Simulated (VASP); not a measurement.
Wanted: the native input for a VASP 6.6.1 run.

```yaml
Task: single point
Functional: LDA
Potentials_or_basis: VASP PAW LDA potentials, release 64 (Ga_d, N_h)
Cutoff: 1330 eV
k_mesh: 8 × 8 × 8
Occupations: gaussian, width 0.01 eV
Spin: no spin polarisation
Dipole_correction: no
Further_INCAR_settings: ALGO = Normal; EDIFF = 1e-06; NBANDS = 16
```

The structure of GaN lies in POSCAR:

```
GaN
1.0
    0.0000000000      2.1085153689      2.1085153689
    2.1085153689      0.0000000000      2.1085153689
    2.1085153689      2.1085153689      0.0000000000
Ga N
1 1
Direct
    0.5000000000      0.5000000000      0.5000000000
    0.0000000000      0.0000000000      0.0000000000
```

One way to write it, as run:

INCAR

```
PREC     = Accurate       # precision mode
ENCUT    = 1330           # plane-wave cutoff, eV
EDIFF    = 1E-6           # SCF threshold, eV
ISMEAR   = 0              # smearing method
SIGMA    = 0.01           # smearing width, eV
LREAL    = False          # projectors in reciprocal space
LASPH    = True           # aspherical terms in the spheres
NELM     = 120            # most SCF steps
ALGO     = Normal         # electronic algorithm
ISIF     = 2              # what is computed and relaxed
LWAVE    = False          # write WAVECAR
LCHARG   = False          # write CHGCAR
GGA      = CA             # functional
NBANDS   = 16             # bands
GGA_COMPAT= False
```

KPOINTS

```
regular mesh
0
Gamma
  8 8 8
```

Potentials or basis: VASP PAW LDA potentials, release 64 (Ga_d, N_h).

Launch:

```console
$ cat potpaw_LDA.64/Ga_d/POTCAR potpaw_LDA.64/N_h/POTCAR > POTCAR
$ mpirun -np 1 vasp_std > vasp.out
```

It gave:

| Property | Result |
| --- | --- |
| Pressure | -4.9 GPa |
| Band gap on the k mesh | 0.47 eV (least direct gap 2.92 eV) |

Caveat: the cell stands under tension.

It took 43 s on 1 thread of AMD EPYC 7R43 64-Core Processor (Zen 3), with other jobs on the host, peak memory 0.16 GiB.
